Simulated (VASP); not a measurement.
Here is a VASP 6.6.1 calculation.

INCAR

```
  PREC = Accurate
  ENCUT = 520
  EDIFF = 1E-6
  ISMEAR = -1
  SIGMA = 0.1
  LREAL = F
  LASPH = T
  NELM = 60
  ALGO = Normal
  ISIF = 2
  LWAVE = F
  LCHARG = F
  NBANDS = 12
```

KPOINTS

```
regular mesh
0
Gamma
  12 12 12
```

POSCAR

```
Sc
1.0
   -1.7855579777      1.7855579777      1.7855579777
    1.7855579777     -1.7855579777      1.7855579777
    1.7855579777      1.7855579777     -1.7855579777
Sc
1
Direct
    0.0000000000      0.0000000000      0.0000000000
```

Potentials or basis: VASP PAW LDA potentials, release 64 (Sc_sv).

Run with:

```console
$ cat potpaw_LDA.64/Sc_sv/POTCAR > POTCAR
$ mpirun -np 1 vasp_std > vasp.out
```

What does it give for the pressure?

0.0 GPa.
